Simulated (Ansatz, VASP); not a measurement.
# One calculation of Ce3HfO8, two programs

File INCAR:

```
SYSTEM = Ce3HfO8
PREC = Accurate
ENCUT = 600
EDIFF = 1E-6
ISMEAR = 0
SIGMA = 0.1
LREAL = .False.
LASPH = .True.
NELM = 80
ALGO = Normal
ISIF = 3
LWAVE = .False.
LCHARG = .False.
GGA = PE
IBRION = 2
NSW = 90
EDIFFG = -0.04
```

File KPOINTS:

```
regular mesh
0
Gamma
  4 4 4
  0 0 0
```

The input POSCAR:

```
Ce3HfO8
1.0
    5.6882908900      0.0000000000      0.0000000000
    0.0000000000      5.6882908900      0.0000000000
    0.0000000000      0.0000000000      5.6882908900
Ce Hf O
3 1 8
Direct
    0.5000000000      0.0000000000      0.5000000000
    0.5000000000      0.5000000000      0.0000000000
    0.0000000000      0.5000000000      0.5000000000
    0.0000000000      0.0000000000      0.0000000000
    0.7500000000      0.2500000000      0.7500000000
    0.2500000000      0.2500000000      0.2500000000
    0.7500000000      0.7500000000      0.2500000000
    0.2500000000      0.7500000000      0.7500000000
    0.2500000000      0.7500000000      0.2500000000
    0.7500000000      0.7500000000      0.7500000000
    0.2500000000      0.2500000000      0.7500000000
    0.7500000000      0.2500000000      0.2500000000
```

Input for Ansatz:

```yaml
crystal:
  lattice:
    - [5.68829089, 0.0, 0.0]
    - [0.0, 5.68829089, 0.0]
    - [0.0, 0.0, 5.68829089]
  atoms:
    - { symbol: Ce, position: [0.5, 0.0, 0.5] }
    - { symbol: Ce, position: [0.5, 0.5, 0.0] }
    - { symbol: Ce, position: [0.0, 0.5, 0.5] }
    - { symbol: Hf, position: [0.0, 0.0, 0.0] }
    - { symbol: O, position: [0.75, 0.25, 0.75] }
    - { symbol: O, position: [0.25, 0.25, 0.25] }
    - { symbol: O, position: [0.75, 0.75, 0.25] }
    - { symbol: O, position: [0.25, 0.75, 0.75] }
    - { symbol: O, position: [0.25, 0.75, 0.25] }
    - { symbol: O, position: [0.75, 0.75, 0.75] }
    - { symbol: O, position: [0.25, 0.25, 0.75] }
    - { symbol: O, position: [0.75, 0.25, 0.25] }
basis:
  ecutwfc: 420
kpoints:
  mp_grid: { grid: [4, 4, 4] }
hamiltonian:
  xc: pbe
scf:
  occupations: { method: gaussian, width: 0.1 }
  lower_state_search: "off"
output:
  forces: true
  stress: true
  eigenvalues: true
relax:
  adjacent_minimum: "off"
  f_tol: 0.04
  max_steps: 70
  cell: { stress_tol: 0.4 }
```

Alike in both runs: task relaxation of cell and atoms; functional PBE; k mesh 4 × 4 × 4; occupations gaussian, width 0.1 eV; no spin polarisation.

```csv
,VASP,Ansatz
version,VASP 6.6.1,Ansatz 0.2.0
potentials or method,"VASP PAW PBE potentials, release 64 (Ce, Hf_pv, O), cutoff 600 eV","scalar-relativistic, plane waves, PAW"
valence electrons in the cell,94,110
```

VASP gave:

| Quantity | Value |
| --- | --- |
| gap on the k mesh at the Fermi level, each at its own relaxed structure (eV) | 1.83 |
| relaxed volume (Å³/atom) | 12.87 |
| relaxed length of the cell vector where the two differ most in proportion (Å) | 5.365 |

Problem. Which values does Ansatz return?

Solution. gap on the k mesh at the Fermi level, each at its own relaxed structure (eV): 1.86; relaxed volume (Å³/atom): 12.93; relaxed length of the cell vector where the two differ most in proportion (Å): 5.374.

VASP's potentials hold 94 valence electrons a cell and Ansatz's 110, so a difference there can come from the potentials and not from the codes.

Neither program's run includes spin-orbit coupling. Noted on VASP's run: the volume moved by over 15 % at a fixed basis, so the end points are rough.
